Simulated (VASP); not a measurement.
# Ta (Fd-3m) in VASP: a series of runs

Ta is run at these levels: PBE; tasks: single point, relaxation of cell and atoms.

All numbers are computed with VASP 6.6.1; they aren't measurements. Logs are shortened: lines on timing, memory, paths and dates and some standing lists are left out, and cuts for length are marked.

**1. The cell of the first run**

Symmetry: Fd-3m, No. 227, cubic system. The conventional cell has a = 4.692 Å, b = 4.692 Å, c = 4.692 Å, α = 90.00°, β = 90.00°, γ = 90.00°. Ta (site symmetry -43m) has 4 Ta at 2.03 Å within 2.7 Å.

**2. Single point, PBE**

Input file INCAR:

```
PREC = Accurate
ENCUT = 520
EDIFF = 1E-7
ISMEAR = -1
SIGMA = 0.05
LREAL = False
LASPH = True
NELM = 80
ALGO = Normal
ISIF = 2
LWAVE = False
LCHARG = False
GGA = PE
NBANDS = 18
```

Input file KPOINTS:

```
Automatic mesh
0
Gamma
  14 14 14
```

Input file POSCAR:

```
Ta
1.0
    0.0000000000      2.3460144410      2.3460144410
    2.3460144410      0.0000000000      2.3460144410
    2.3460144410      2.3460144410      0.0000000000
Ta
2
Direct
   -0.1250000000     -0.1250000000     -0.1250000000
    0.1250000000      0.1250000000      0.1250000000
```

Potentials or basis: VASP PAW PBE potentials, release 64 (Ta_pv).

Command:

```
$ cat potpaw_PBE.64/Ta_pv/POTCAR > POTCAR
$ mpirun -np 1 vasp_std > vasp.out
```

OUTCAR:

```text
PREC = Accurate
   ENCUT = 520
   EDIFF = 1E-7
   ISMEAR = -1
   LREAL = False
   LASPH = True
   NELM = 80
   ISIF = 2
   GGA = PE

 ion  position               nearest neighbor table
   1  0.875  0.875  0.875-   2 2.03   2 2.03   2 2.03   2 2.03
   2  0.125  0.125  0.125-   1 2.03   1 2.03   1 2.03   1 2.03

  LATTYP: Found a face centered cubic cell.
 ALAT       =     4.6920288820

  Lattice vectors:

 A1 = (   0.0000000000,   2.3460144410,   2.3460144410)
 A2 = (   2.3460144410,   0.0000000000,   2.3460144410)
 A3 = (   2.3460144410,   2.3460144410,   0.0000000000)

Analysis of symmetry for initial positions (statically):
=====================================================================
 Subroutine PRICEL returns:
 Original cell was already a primitive cell.

 Routine SETGRP: Setting up the symmetry group for a
 face centered cubic supercell.

 Subroutine GETGRP returns: Found 48 space group operations
 (whereof 12 operations were pure point group operations)
 out of a pool of 48 trial point group operations.

The static configuration has the point symmetry D_3d.
 The point group associated with its full space group is O_h .

Analysis of symmetry for dynamics (positions and initial velocities):
=====================================================================
 Subroutine PRICEL returns:
 Original cell was already a primitive cell.

 Routine SETGRP: Setting up the symmetry group for a
 face centered cubic supercell.

 Subroutine GETGRP returns: Found 48 space group operations
 (whereof 12 operations were pure point group operations)
 out of a pool of 48 trial point group operations.

The dynamic configuration has the point symmetry D_3d.
 The point group associated with its full space group is O_h .

 Subroutine INISYM returns: Found 48 space group operations
 (whereof 12 operations are pure point group operations),
 and found     1 'primitive' translations

----------------------------------------------------------------------------------------

                                     Primitive cell

  volume of cell :      25.8239

  direct lattice vectors                    reciprocal lattice vectors
     0.000000000  2.346014441  2.346014441    -0.213127418  0.213127418  0.213127418
     2.346014441  0.000000000  2.346014441     0.213127418 -0.213127418  0.213127418
     2.346014441  2.346014441  0.000000000     0.213127418  0.213127418 -0.213127418

  length of vectors
     3.317765440  3.317765440  3.317765440     0.369147516  0.369147516  0.369147516

  position of ions in fractional coordinates (direct lattice)
     0.875000000  0.875000000  0.875000000
     0.125000000  0.125000000  0.125000000

  ion indices of the primitive-cell ions
   primitive index   ion index
                 1           1
                 2           2

----------------------------------------------------------------------------------------

 KPOINTS: Automatic mesh

Automatic generation of k-mesh.
 Grid dimensions read from file:
 generate k-points for:   14   14   14

 Generating k-lattice:

  Cartesian coordinates                     Fractional coordinates (reciprocal lattice)
    -0.015223387  0.015223387  0.015223387     0.071428571  0.000000000  0.000000000
     0.015223387 -0.015223387  0.015223387     0.000000000  0.071428571  0.000000000
     0.015223387  0.015223387 -0.015223387     0.000000000  0.000000000  0.071428571

  Length of vectors
     0.026367680  0.026367680  0.026367680

  Shift w.r.t. Gamma in fractional coordinates (k-lattice)
     0.000000000  0.000000000  0.000000000

 Subroutine IBZKPT returns following result:
 ===========================================

 Found    104 irreducible k-points:

 Following reciprocal coordinates:
            Coordinates               Weight
  0.000000  0.000000  0.000000      1.000000
  0.071429  0.000000  0.000000      8.000000
  0.142857  0.000000  0.000000      8.000000
  0.214286  0.000000  0.000000      8.000000
  0.285714  0.000000  0.000000      8.000000
  0.357143  0.000000  0.000000      8.000000
[... 16 lines left out ...]
  0.214286  0.142857  0.000000     24.000000
  0.285714  0.142857  0.000000     24.000000
 [... further k-points ...]
   k-points           NKPTS =    104   k-points in BZ     NKDIM =    104   number of bands    NBANDS=     18
   number of dos      NEDOS =    301   number of ions     NIONS =      2
   total plane-waves  NPLWV =  21952
   dimension x,y,z NGX =    28 NGY =   28 NGZ =   28
   dimension x,y,z NGXF=    56 NGYF=   56 NGZF=   56
   ions per type =               2
   NGX,Y,Z   is equivalent  to a cutoff of  14.03, 14.03, 14.03 a.u.
   NGXF,Y,Z  is equivalent  to a cutoff of  28.06, 28.06, 28.06 a.u.
 SYSTEM =  unknown system
   PREC   = accura    normal or accurate (medium, high low for compatibility)
   ISTART =      0    job   : 0-new  1-cont  2-samecut
   ICHARG =      2    charge: 1-file 2-atom 10-const
   ISPIN  =      1    spin polarized calculation?
   LNONCOLLINEAR =      F non collinear calculations
   LSORBIT =      F    spin-orbit coupling
   LASPH  =      T    aspherical Exc in radial PAW
   ENCUT  =  520.0 eV  38.22 Ry    6.18 a.u.   6.17  6.17  6.17*2*pi/ulx,y,z
   NELM   =     80;   NELMIN=  2; NELMDL= -5     # of ELM steps
   EDIFF  = 0.1E-06   stopping-criterion for ELM
   LREAL  =      F    real-space projection
   EDIFFG = 0.1E-05   stopping-criterion for IOM
   NSW    =      0    number of steps for IOM
   IBRION =     -1    ionic relax: 0-MD 1-quasi-New 2-CG
   NFREE  =      0    steps in history (QN), initial steepest desc. (CG)
   ISIF   =      2    stress and relaxation
   ISYM   =      2    0-nonsym 1-usesym 2-fastsym
   POTIM  = 0.5000    time-step for ionic-motion
   TEBEG  =    0.0;   TEEND  =   0.0 temperature during run
   PSTRESS=    0.0 pullay stress
   NELECT =      22.0000    total number of electrons
   NUPDOWN=      -1.0000    fix difference up-down
   EMIN   =  10.00;   EMAX   =-10.00  energy-range for DOS
   EFERMI =   0.00;   METHOD = LEGACY
   ISMEAR =    -1;   SIGMA  =   0.05  broadening in eV -4-tet -1-fermi 0-gaus
   EFERMI_NEDOS =   21; number of points for ismear=-14 and -15
   IALGO  =     38    algorithm
   IMIX   =      4    mixing-type and parameters
     AMIX     =   0.40;   BMIX     =  1.00
     AMIX_MAG =   1.60;   BMIX_MAG =  1.00
  volume/ion in A,a.u.               =      12.91        87.13
  Fermi-wavevector in a.u.,A,eV,Ry     =   1.551940  2.932742 32.769891  2.408519
  Thomas-Fermi vector in A             =   2.656387
   LORBIT       =      0    0 simple, 1 ext, 2 COOP (PROOUT), +10 PAW based schemes
   GGA     = PE    functional components
[... 5 lines left out ...]
 non-spin polarized calculation
  energy-cutoff  :      520.00
  volume of cell :       25.82
 maximum number of plane-waves:       725
 NGX is ok and might be reduce to    28
   NGX = 13   NGY = 13   NGZ = 13

 number of electron      22.0000003 magnetization

 Free energy of the ion-electron system (eV)
  ---------------------------------------------------
  ext. energy  EPLUGINS =         0.00000000
  ---------------------------------------------------
  free energy    TOTEN  =        -4.96242543 eV

  energy without entropy =       -4.95124546  energy(sigma->0) =       -4.95683544

 E-fermi :   8.7830     XC(G=0): -13.9918

 val. band max:        8.7787830807   @ k =   0.3571   0.2143   0.0000
 cond. band min:       8.7848144608   @ k =  -0.4286   0.3571   0.0714
 fundamental gap:      0.0060313801
 Fermi energy:         8.7830241494

 k-point     1 :       0.0000    0.0000    0.0000
  band No.  band energies     occupation
      1     -28.2596      2.00000
      2     -28.2596      2.00000
      3     -28.2596      2.00000
      4     -23.7376      2.00000
      5     -23.7376      2.00000
      6     -23.7376      2.00000
[... 10 lines left out ...]
     17      21.2084      0.00000
     18      21.2084      0.00000

 k-point     2 :       0.0714    0.0000    0.0000
  band No.  band energies     occupation
      1     -28.2955      2.00000
      2     -28.2955      2.00000
      3     -28.2652      2.00000
      4     -23.7131      2.00000
      5     -23.6865      2.00000
      6     -23.6865      2.00000
[... 10 lines left out ...]
     17      21.1417      0.00000
     18      21.1417      0.00000

 k-point     3 :       0.1429    0.0000    0.0000
  band No.  band energies     occupation
      1     -28.3919      2.00000
      2     -28.3919      2.00000
      3     -28.2840      2.00000
      4     -23.6376      2.00000
      5     -23.5473      2.00000
      6     -23.5473      2.00000
[... 10 lines left out ...]
     17      20.9526      0.00000
     18      21.0820      0.00000

 k-point     4 :       0.2143    0.0000    0.0000
  band No.  band energies     occupation
      1     -28.5223      2.00000
      2     -28.5223      2.00000
      3     -28.3197      2.00000
      4     -23.5109      2.00000
      5     -23.3552      2.00000
      6     -23.3552      2.00000
[... 375 lines left out ...]
      4     -23.9924      2.00000
      5     -23.3152      2.00000
      6     -23.3152      2.00000
[... 10 lines left out ...]
     17      20.6673      0.00000
     18      21.8084      0.00000

 k-point    23 :       0.2143    0.1429    0.0000
  band No.  band energies     occupation
      1     -28.6986      2.00000
      2     -28.6903      2.00000
      3     -27.8948      2.00000
      4     -24.0722      2.00000
      5     -23.1126      2.00000
      6     -23.1052      2.00000
[... 10 lines left out ...]
     17      21.0087      0.00000
     18      21.7562      0.00000

 k-point    24 :       0.2857    0.1429    0.0000
  band No.  band energies     occupation
      1     -28.8707      2.00000
      2     -28.8226      2.00000
      3     -27.8176      2.00000
      4     -24.0754      2.00000
      5     -22.9079      2.00000
      6     -22.8623      2.00000
[... 10 lines left out ...]
     17      21.2000      0.00000
     18      22.0612      0.00000

 [... further k-points ...]

------------------------ aborting loop because EDIFF is reached ----------------------------------------

  FORCE on cell =-STRESS in cart. coord.  units (eV):
  Direction    XX          YY          ZZ          XY          YZ          ZX
  --------------------------------------------------------------------------------------
  -------------------------------------------------------------------------------------
  Total       43.9056811     43.9056811     43.9056811      0.0000000      0.0000000     -0.0000000
  in kB     2724.0135386   2724.0135386   2724.0135386      0.0000000      0.0000000     -0.0000000
  external PRESSURE =    2724.0135386 kB  Pullay stress =       0.0000000 kB

 VOLUME and BASIS-vectors are now :
 -----------------------------------------------------------------------------
  energy-cutoff  :      520.00
  volume of cell :       25.82
      direct lattice vectors                 reciprocal lattice vectors
     0.000000000  2.346014441  2.346014441    -0.213127418  0.213127418  0.213127418
     2.346014441  0.000000000  2.346014441     0.213127418 -0.213127418  0.213127418
     2.346014441  2.346014441  0.000000000     0.213127418  0.213127418 -0.213127418

 POSITION                                       TOTAL-FORCE (eV/Angst)
 -----------------------------------------------------------------------------------
      4.10553      4.10553      4.10553         0.000000      0.000000      0.000000
      0.58650      0.58650      0.58650        -0.000000     -0.000000     -0.000000
 -----------------------------------------------------------------------------------
    total drift:                                0.000000     -0.000000     -0.000000

  FREE ENERGIE OF THE ION-ELECTRON SYSTEM (eV)
  ---------------------------------------------------
  free  energy   TOTEN  =        -4.9624254273 eV

  energy  without entropy=       -4.9512454554  energy(sigma->0) =       -4.95683544
```

Run time: 39 s. Hardware: 1 thread of Intel Xeon Platinum 8375C at 2.90GHz (Ice Lake), shared host; peak memory 0.18 GiB.

What came out:

```
Free energy            : -4.9624 eV
Pressure               : 272.4 GPa
Band gap on the k mesh : zero (band 11 reaches 10.65 eV, above the bottom of band 12 at 6.34 eV)
```

Caveat: spin-orbit coupling is left out, which moves the levels of the heavy elements.

**3. Single point, PBE**

This run uses another cell than the first one, of 12.87 Å³/atom, 0.997 times its volume.

Input file INCAR:

```
SYSTEM = Ta
ALGO = Normal
EDIFF = 1E-6
ENCUT = 520
GGA = PE
ISIF = 2
ISMEAR = -1
LASPH = .TRUE.
LCHARG = .TRUE.
LELF = .TRUE.
LREAL = .FALSE.
LVHAR = .TRUE.
LWAVE = .FALSE.
NBANDS = 18
NELM = 80
PREC = Accurate
SIGMA = 0.05
```

Input file KPOINTS:

```
k-points
0
G
  14 14 14
  0 0 0
```

Input file POSCAR:

```
Ta
1.0
    0.0000000000      2.3436815318      2.3436815318
    2.3436815318      0.0000000000      2.3436815318
    2.3436815318      2.3436815318      0.0000000000
Ta
2
Direct
   -0.1250000000     -0.1250000000     -0.1250000000
    0.1250000000      0.1250000000      0.1250000000
```

Potentials or basis: VASP PAW PBE potentials, release 64 (Ta_pv).

Command:

```
$ cat potpaw_PBE.64/Ta_pv/POTCAR > POTCAR
$ mpirun -np 1 vasp_std > vasp.out
```

Wall time 38 s (1 thread of Intel Xeon Platinum 8375C at 2.90GHz (Ice Lake), shared host); peak memory 0.18 GiB.

The run converged. Its results:

| Quantity | Value |
| --- | --- |
| Free energy | -4.8309 eV |
| Pressure | 275.2 GPa |
| Band gap on the k mesh | zero (band 11 reaches 10.69 eV, above the bottom of band 12 at 6.36 eV) |

Levels at points of the mesh, in eV from the Fermi level:
```tsv
k point	band 7	band 8	band 9	band 10	band 11	band 12	band 13	band 14	band 15	band 16
(0.00, 0.00, 0.00)	-8.45	-5.09	-5.09	-0.94	-0.94	-0.94	4.57	4.57	4.57	11.95
(0.50, 0.00, 0.00)	-5.12	-4.38	-4.38	-3.50	-2.47	-2.47	2.84	7.45	7.45	8.48
(0.50, 0.50, 0.00)	-6.91	-6.91	-2.39	-2.39	1.16	1.16	2.96	2.96	9.44	9.44
```

Caveat: spin-orbit coupling is left out, which moves the levels of the heavy elements.

(Continued in part 2 of 2.)
